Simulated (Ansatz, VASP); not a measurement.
Os in VASP and in Ansatz

```
Os
1.0
     2.72900    0.00000    0.00000
    -1.36450    2.36339    0.00000
     0.00000    0.00000    4.31109
Os
2
Direct
  0.33333 0.66667 0.25000
  0.66667 0.33333 0.75000
```

Alike in both runs: functional PBEsol; k mesh 18 × 18 × 12; occupations fermi-dirac, width 0.15 eV; no spin polarisation.

Ansatz relaxed the structure, and its values are those at the end. VASP's run is a single point on that final structure, the one shown.

|  | VASP | Ansatz |
| --- | --- | --- |
| version | VASP 6.6.1 | Ansatz 0.2.0 |
| potentials or method | VASP PAW PBE potentials, release 64 (Os), cutoff 520 eV | scalar-relativistic, plane waves, PAW |
| valence electrons in the cell | 16 | 32 |

Ansatz gave:

| Property | Result |
| --- | --- |
| gap on the k mesh at the Fermi level (eV) | none |
| pressure (GPa) | 0.0 |

Estimate VASP's values.

gap on the k mesh at the Fermi level (eV): none; pressure (GPa): 0.4.

VASP's potentials were made for PBE, not for PBEsol. A gap of «none» marks a metal or a gap that the smearing closes. VASP's potentials hold 16 valence electrons a cell and Ansatz's 32, so a difference there can come from the potentials and not from the codes.

Spin-orbit coupling is off throughout.
